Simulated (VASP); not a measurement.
# TiTe2 (P-3m1) in VASP: settings compared, part 3 of 3

VASP 6.6.1.

**6. Single point, PBE+D3(BJ)+U**

INCAR

```
SYSTEM = TiTe2
  PREC = Accurate
  ENCUT = 520
  EDIFF = 1E-6
  ISMEAR = 0
  SIGMA = 0.1
  LREAL = .FALSE.
  LASPH = .TRUE.
  NELM = 150
  ALGO = Normal
  ISIF = 2
  LWAVE = .FALSE.
  LCHARG = .FALSE.
  LMAXMIX = 4
  LDAU = .TRUE.
  LDAUTYPE = 2
  LDAUL = 2 -1
  LDAUU = 8 0
  LDAUJ = 0 0
  LDAUPRINT = 1
  GGA = PE
  IVDW = 12
  NBANDS = 19
```

KPOINTS

```
regular mesh
0
G
  15 15 8
  0 0 0
```

POSCAR

```
TiTe2
1.0
    3.6962848798      0.0000000000      0.0000000000
   -1.8481424399      3.2010766055      0.0000000000
    0.0000000000      0.0000000000      6.3828329701
Ti Te
1 2
Direct
    0.0000000000      0.0000000000      0.0000000000
    0.6666666667      0.3333333333      0.2711838248
    0.3333333333      0.6666666667      0.7288161752
```

Potentials or basis: VASP PAW PBE potentials, release 64 (Ti_sv, Te).

The run is started by

```bash
> cat potpaw_PBE.64/Ti_sv/POTCAR potpaw_PBE.64/Te/POTCAR > POTCAR
> mpirun -np 1 vasp_std > vasp.out
```

OUTCAR:

```text
SYSTEM = TiTe2
   PREC = Accurate
   ENCUT = 520
   EDIFF = 1E-6
   ISMEAR = 0
   LREAL = .FALSE.
   LASPH = .TRUE.
   NELM = 150
   ISIF = 2
   GGA = PE
   IVDW = 12
 IVDW          = 12

 ion  position               nearest neighbor table
   1  0.000  0.000  0.000-   2 2.75   3 2.75   3 2.75   2 2.75   2 2.75   3 2.75
   2  0.667  0.333  0.271-   1 2.75   1 2.75   1 2.75   3 3.62   3 3.62   3 3.62
   3  0.333  0.667  0.729-   1 2.75   1 2.75   1 2.75   2 3.62   2 3.62   2 3.62

  LATTYP: Found a hexagonal cell.
 ALAT       =     3.6962848798
 C/A-ratio  =     1.7268238725

  Lattice vectors:

 A1 = (   3.6962848798,   0.0000000000,   0.0000000000)
 A2 = (  -1.8481424399,   3.2010766055,   0.0000000000)
 A3 = (   0.0000000000,   0.0000000000,   6.3828329701)

Analysis of symmetry for initial positions (statically):
=====================================================================
 Subroutine PRICEL returns:
 Original cell was already a primitive cell.

 Routine SETGRP: Setting up the symmetry group for a
 hexagonal supercell.

 Subroutine GETGRP returns: Found 12 space group operations
 (whereof 12 operations were pure point group operations)
 out of a pool of 24 trial point group operations.

The static configuration has the point symmetry D_3d.

Analysis of symmetry for dynamics (positions and initial velocities):
=====================================================================
 Subroutine PRICEL returns:
 Original cell was already a primitive cell.

 Routine SETGRP: Setting up the symmetry group for a
 hexagonal supercell.

 Subroutine GETGRP returns: Found 12 space group operations
 (whereof 12 operations were pure point group operations)
 out of a pool of 24 trial point group operations.

The dynamic configuration has the point symmetry D_3d.

 Subroutine INISYM returns: Found 12 space group operations
 (whereof 12 operations are pure point group operations),
 and found     1 'primitive' translations

----------------------------------------------------------------------------------------

                                     Primitive cell

  volume of cell :      75.5223

  direct lattice vectors                    reciprocal lattice vectors
     3.696284880  0.000000000  0.000000000     0.270541918  0.156197449  0.000000000
    -1.848142440  3.201076605  0.000000000     0.000000000  0.312394898  0.000000000
     0.000000000  0.000000000  6.382832970     0.000000000  0.000000000  0.156670244

  length of vectors
     3.696284880  3.696284880  6.382832970     0.312394898  0.312394898  0.156670244

  position of ions in fractional coordinates (direct lattice)
     0.000000000  0.000000000  0.000000000
     0.666666667  0.333333333  0.271183825
     0.333333333  0.666666667  0.728816175

  ion indices of the primitive-cell ions
   primitive index   ion index
                 1           1
                 2           2
                 3           3

----------------------------------------------------------------------------------------

 KPOINTS: regular mesh

[... 88 lines left out ...]
  volume/ion in A,a.u.               =      25.17       169.88
  Fermi-wavevector in a.u.,A,eV,Ry     =   1.117173  2.111150 16.981084  1.248074
  Thomas-Fermi vector in A             =   2.253793
   LORBIT       =      0    0 simple, 1 ext, 2 COOP (PROOUT), +10 PAW based schemes
 LDA+U is selected, type is set to LDAUTYPE =  2
   angular momentum for each species LDAUL =     2   -1
   U (eV)           for each species LDAUU =   8.0  0.0
   J (eV)           for each species LDAUJ =   0.0  0.0
   GGA     = PE    functional components
   LHFCALC =     F    Hartree Fock is set to
   AEXX    =    0.0000 exact exchange contribution
   IVDW    =    12    specifies the selected vdW correction
   LEPSILON=     F    determine dielectric tensor
   LRPA    =     F    only Hartree local field effects (RPA)
 non-spin polarized calculation
 Gauss-broadening in eV      SIGMA  =   0.10
  energy-cutoff  :      520.00
  volume of cell :       75.52
 maximum number of plane-waves:      2056
   NGX = 13   NGY = 13   NGZ = 23

atom =   1  type =  1  l = 2

 onsite density matrix

spin component  1

  0.1247  0.0000  0.0000  0.0995 -0.0000
  0.0000  0.2515 -0.0000 -0.0000  0.0995
  0.0000 -0.0000  0.0603  0.0000 -0.0000
  0.0995 -0.0000  0.0000  0.2515 -0.0000
 -0.0000  0.0995 -0.0000 -0.0000  0.1247

spin component  2

  0.1247  0.0000  0.0000  0.0995 -0.0000
  0.0000  0.2515 -0.0000 -0.0000  0.0995
  0.0000 -0.0000  0.0603  0.0000 -0.0000
  0.0995 -0.0000  0.0000  0.2515 -0.0000
 -0.0000  0.0995 -0.0000 -0.0000  0.1247

 occupancies and eigenvectors

  o =  0.0603  v = -0.0000 -0.0000  1.0000  0.0000  0.0000  0.0000  0.0000  0.0000  0.0000  0.0000      0.0000  0.0000  0.0000  0.0000  0.0000  0.0000  0.0000  0.0000  0.0000  0.0000
  o =  0.0603  v =  0.0000  0.0000  0.0000  0.0000  0.0000 -0.0000 -0.0000  1.0000  0.0000  0.0000      0.0000  0.0000  0.0000  0.0000  0.0000  0.0000  0.0000  0.0000  0.0000  0.0000
  o =  0.0701  v =  0.0001 -0.4809 -0.0000 -0.0000  0.8768  0.0000  0.0000  0.0000  0.0000  0.0000      0.0000  0.0000  0.0000  0.0000  0.0000  0.0000  0.0000  0.0000  0.0000  0.0000
  o =  0.0701  v =  0.0000  0.0000  0.0000  0.0000  0.0000  0.0001 -0.4809 -0.0000 -0.0000  0.8768      0.0000  0.0000  0.0000  0.0000  0.0000  0.0000  0.0000  0.0000  0.0000  0.0000
  o =  0.0701  v =  0.0000  0.0000  0.0000  0.0000  0.0000 -0.8768 -0.0000 -0.0000  0.4809  0.0001      0.0000  0.0000  0.0000  0.0000  0.0000  0.0000  0.0000  0.0000  0.0000  0.0000
  o =  0.0701  v = -0.8768 -0.0000 -0.0000  0.4809  0.0001  0.0000  0.0000  0.0000  0.0000  0.0000      0.0000  0.0000  0.0000  0.0000  0.0000  0.0000  0.0000  0.0000  0.0000  0.0000
  o =  0.3061  v =  0.0000  0.0000  0.0000  0.0000  0.0000 -0.0000 -0.8768  0.0000 -0.0000 -0.4809      0.0000  0.0000  0.0000  0.0000  0.0000  0.0000  0.0000  0.0000  0.0000  0.0000
  o =  0.3061  v = -0.0000 -0.8768  0.0000 -0.0000 -0.4809  0.0000  0.0000  0.0000  0.0000  0.0000      0.0000  0.0000  0.0000  0.0000  0.0000  0.0000  0.0000  0.0000  0.0000  0.0000
  o =  0.3061  v = -0.4809  0.0000 -0.0000 -0.8768  0.0000  0.0000  0.0000  0.0000  0.0000  0.0000      0.0000  0.0000  0.0000  0.0000  0.0000  0.0000  0.0000  0.0000  0.0000  0.0000
  o =  0.3061  v =  0.0000  0.0000  0.0000  0.0000  0.0000 -0.4809  0.0000 -0.0000 -0.8768  0.0000      0.0000  0.0000  0.0000  0.0000  0.0000  0.0000  0.0000  0.0000  0.0000  0.0000

 number of electron      24.0000002 magnetization

 Free energy of the ion-electron system (eV)
  ---------------------------------------------------
  ext. energy  EPLUGINS =         0.00000000
  ---------------------------------------------------
  free energy    TOTEN  =       -10.67145196 eV

  energy without entropy =      -10.66754740  energy(sigma->0) =      -10.66949968

 E-fermi :   8.3978     XC(G=0): -10.1778

 val. band max:        8.3935362360   @ k =   0.0000   0.4667   0.2500
 cond. band min:       8.3989215601   @ k =   0.4667   0.0000   0.1250
 fundamental gap:      0.0053853241
 Fermi energy:         8.3977979347

 k-point     1 :       0.0000    0.0000    0.0000
  band No.  band energies     occupation
      1     -51.6867      2.00000
      2     -27.8806      2.00000
      3     -27.8806      2.00000
      4     -27.7870      2.00000
      5      -5.0184      2.00000
      6      -3.2831      2.00000
[... 505 lines left out ...]
      6      -2.6195      2.00000
[... 11 lines left out ...]
     18      11.9877      0.00000
     19      15.1604      0.00000

 [... further k-points ...]

------------------------ aborting loop because EDIFF is reached ----------------------------------------

 Edisp (eV)   -1.56818

 E8    (eV) :    -0.7264

  FORCE on cell =-STRESS in cart. coord.  units (eV):
  Direction    XX          YY          ZZ          XY          YZ          ZX
  --------------------------------------------------------------------------------------
  -------------------------------------------------------------------------------------
  Total       3.29613     3.29613     2.33081     0.00000    -0.00000     0.00000
  in kB      69.92622    69.92622    49.44734     0.00000    -0.00000     0.00000
  external pressure =       63.10 kB  Pullay stress =        0.00 kB

 VOLUME and BASIS-vectors are now :
 -----------------------------------------------------------------------------
  energy-cutoff  :      520.00
  volume of cell :       75.52
      direct lattice vectors                 reciprocal lattice vectors
     3.696284880  0.000000000  0.000000000     0.270541918  0.156197449  0.000000000
    -1.848142440  3.201076605  0.000000000     0.000000000  0.312394898  0.000000000
     0.000000000  0.000000000  6.382832970     0.000000000  0.000000000  0.156670244

 POSITION                                       TOTAL-FORCE (eV/Angst)
 -----------------------------------------------------------------------------------
      0.00000      0.00000      0.00000         0.000000      0.000000      0.000000
      1.84814      1.06703      1.73092         0.000000     -0.000000      0.344699
     -0.00000      2.13405      4.65191        -0.000000      0.000000     -0.344699
 -----------------------------------------------------------------------------------
    total drift:                                0.000000      0.000000     -0.000000

  FREE ENERGIE OF THE ION-ELECTRON SYSTEM (eV)
  ---------------------------------------------------
  free  energy   TOTEN  =       -12.2396288093 eV

  energy  without entropy=      -12.2357242548  energy(sigma->0) =      -12.23767653
```

Wall time 5.9 min (1 thread of Oxide Virtual Turin-like, shared host); peak memory 0.37 GiB.

What came out:

| Property | Result |
| --- | --- |
| Free energy | -12.2396 eV |
| Pressure | 6.3 GPa |
| Largest force | 0.345 eV/Å |
| Band gap on the k mesh | zero (band 12 reaches 9.05 eV, above the bottom of band 13 at 8.22 eV) |
| Dispersion energy per atom | -0.523 eV |

Forces in eV/Å, atoms in the order of the input:
```
Ti   0.000  0.000  0.000
Te   0.000  0.000  0.345
Te   0.000  0.000 -0.345
```

Levels at points of the mesh, in eV from the Fermi level:
```csv
k point,band 9,band 10,band 11,band 12,band 13,band 14,band 15,band 16
"(0.00, 0.00, 0.00)",-2.25,0.08,0.65,0.65,0.66,0.66,0.70,2.61
"(0.00, 0.00, 0.50)",-2.17,-2.17,0.25,0.25,0.68,0.68,1.50,3.11
```

Eigenvalues of the final occupation matrices:
| site | spin | trace | eigenvalues |
| --- | --- | --- | --- |
| site 1 d | 1 | 0.81 | 0.06 0.07 0.07 0.31 0.31 |
| site 1 d | 2 | 0.81 | 0.06 0.07 0.07 0.31 0.31 |

Caveat: spin-orbit coupling is left out, which moves the levels of the heavy elements; U without spin polarisation on a metal has little footing; the U is typed as a test and isn't derived for this compound.

**7. The runs side by side**

```csv
task,level,U,cell,k mesh,cutoff (eV),gap on the mesh (eV),pressure (GPa),largest force (eV/Å)
single point,PBE+D3(BJ),-,"a = 3.696, b = 3.696, c = 6.384 Å, angles 90.0, 90.0, 120.0°, 3 atoms",12 × 12 × 8,520,none,0.0,0.01
relaxation of shape and atoms at fixed volume,PBE+D3(BJ),-,"relaxed from a = 3.659, b = 3.659, c = 6.319 Å, angles 90.0, 90.0, 120.0°, 3 atoms",12 × 12 × 8,600,none,1.3,-
relaxation of shape and atoms at fixed volume,PBE+D3(BJ),-,"relaxed from a = 3.733, b = 3.733, c = 6.447 Å, angles 90.0, 90.0, 120.0°, 3 atoms",12 × 12 × 8,600,none,-1.1,-
relaxation of shape and atoms at fixed volume,PBE+D3(BJ),-,"relaxed from a = 3.760, b = 3.760, c = 6.538 Å, angles 90.0, 90.0, 120.0°, 3 atoms",12 × 12 × 8,600,none,-1.9,-
single point,PBE+D3(BJ)+U,Ti d U = 8.0 eV,"a = 3.696, b = 3.696, c = 6.383 Å, angles 90.0, 90.0, 120.0°, 3 atoms",15 × 15 × 8,520,none,6.3,0.34
```

Alike in all rows: potentials or basis VASP PAW PBE potentials, release 64 (Ti_sv, Te); no spin polarisation; smearing gaussian 0.1 eV.

Caveats: spin-orbit coupling is left out, which moves the levels of the heavy elements; U without spin polarisation on a metal has little footing (some runs); the U is typed as a test and isn't derived for this compound (some runs).

Total energies depend on the potentials used, so only differences within one code and one set of settings carry meaning.
